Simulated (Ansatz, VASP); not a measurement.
## TaN in VASP and in Ansatz

INCAR

```
SYSTEM = TaN
  PREC = Accurate
  ENCUT = 520
  EDIFF = 1E-8
  ISMEAR = -1
  SIGMA = 0.01
  LREAL = .FALSE.
  LASPH = .TRUE.
  NELM = 120
  ALGO = Normal
  ISIF = 2
  LWAVE = .FALSE.
  LCHARG = .FALSE.
  GGA = PS
  LEFG = .TRUE.
  NBANDS = 33
  GGA_COMPAT = .FALSE.
```

File KPOINTS:

```
regular mesh
0
G
  6 6 9
  0 0 0
```

POSCAR

```
TaN
1.0
    5.2643771406      0.0000000000      0.0000000000
   -2.6321885702      4.5590843388      0.0000000000
    0.0000000000      0.0000000000      2.9493070245
Ta N
3 3
Direct
    0.3333333333      0.6666666667      0.5000000000
    0.6666666667      0.3333333333      0.5000000000
    0.0000000000      0.0000000000      0.0000000000
    0.3928500000      0.0000000000      0.0000000000
    0.6071500000      0.6071500000      0.0000000000
    0.0000000000      0.3928500000      0.0000000000
```

Input for Ansatz:

```yaml
crystal:
  lattice:
    - [5.2643771406, 0.0, 0.0]
    - [-2.6321885702, 4.5590843388, 0.0]
    - [0.0, 0.0, 2.9493070245]
  atoms:
    - { symbol: Ta, position: [0.3333333333, 0.6666666667, 0.5] }
    - { symbol: Ta, position: [0.6666666667, 0.3333333333, 0.5] }
    - { symbol: Ta, position: [0.0, 0.0, 0.0] }
    - { symbol: "N", position: [0.39285, 0.0, 0.0] }
    - { symbol: "N", position: [0.60715, 0.60715, 0.0] }
    - { symbol: "N", position: [0.0, 0.39285, 0.0] }
kpoints:
  mp_grid: { grid: [6, 6, 9] }
scf:
  occupations: { method: fermi_dirac, width: 0.01 }
hamiltonian:
  xc: pbesol
  pseudopotentials: { kind: all_electron, datasets: crystal }
output:
  forces: true
  stress: true
  eigenvalues: true
  efg: { contact_densities: true }
```

Change from the starting cell: volume scaled by 1.04, crystal datasets.

Alike in both runs: task electric field gradients; functional PBEsol; k mesh 6 × 6 × 9; occupations fermi-dirac, width 0.01 eV; no spin polarisation.

```csv
,VASP,Ansatz
version,VASP 6.6.1,Ansatz 0.2.0
potentials or method,"VASP PAW PBE potentials, release 64 (Ta_pv, N), cutoff 520 eV","all-electron PAW with datasets made for the crystal, scalar-relativistic"
```

Ansatz gave:

- pressure (GPa): -15.2
- traceless stress, the component that is largest in VASP (GPa): -1.35
- rms of the force components (eV/Å): 0.061
- size of Vzz on the site where it differs most (V/Å²): 93.0

**Question.** Which values does VASP return?

**Answer.** Pressure (GPa): -14.6; traceless stress, the component that is largest in VASP (GPa): -1.55; rms of the force components (eV/Å): 0.056; size of Vzz on the site where it differs most (V/Å²): 161.0.

VASP's potentials were made for PBE, not for PBEsol. Atom by atom the forces differ by 0.005 eV/Å (rms over components). Ansatz ran all-electron here, and VASP with PAW potentials.

Spin-orbit coupling is off throughout.
